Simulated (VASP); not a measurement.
Wanted: the native input for a VASP 6.6.1 run.

| Property | Result |
| --- | --- |
| Task | single point |
| Functional | PBE |
| Potentials or basis | VASP PAW PBE potentials, release 64 (Na_pv, Rh_pv) |
| Cutoff | 520 eV |
| k mesh | 4 × 4 × 4 |
| Occupations | gaussian, width 0.1 eV |
| Spin | no spin polarisation |
| Dipole correction | no |
| Further INCAR settings | ALGO = Normal; EDIFF = 1e-07; NBANDS = 26 |

The structure of Na3Rh lies in POSCAR:

```
Na3Rh
1.0
    4.4813972762      0.0000000000      0.0000000000
    0.0000000000      4.4813972762      0.0000000000
    0.0000000000      0.0000000000      4.4813972762
Na Rh
3 1
Direct
    0.0000000000      0.5000000000      0.5000000000
    0.5000000000      0.0000000000      0.5000000000
    0.5000000000      0.5000000000      0.0000000000
    0.0000000000      0.0000000000      0.0000000000
```

The input as run:

INCAR

```
ALGO = Normal ; EDIFF = 1E-7
ENCUT = 520 ; GGA = PE
ISIF = 2 ; ISMEAR = 0
LASPH = True ; LCHARG = True
LELF = True ; LREAL = False
LVHAR = True ; LWAVE = False
NBANDS = 26 ; NELM = 80
PREC = Accurate ; SIGMA = 0.1
```

KPOINTS

```
k-points
0
Gamma
  4 4 4
```

Potentials or basis: VASP PAW PBE potentials, release 64 (Na_pv, Rh_pv).

The run is started by

```console
$ cat potpaw_PBE.64/Na_pv/POTCAR potpaw_PBE.64/Rh_pv/POTCAR > POTCAR
$ mpirun -np 1 vasp_std > vasp.out
```

Results of the run:

```
Pressure               : 0.2 GPa
Band gap on the k mesh : zero (band 18 reaches 3.38 eV, above the bottom of band 19 at 2.24 eV)
```

Run time: 26 s on 1 thread of Oxide Virtual Turin-like Processor, on a shared host, peak memory 0.17 GiB.
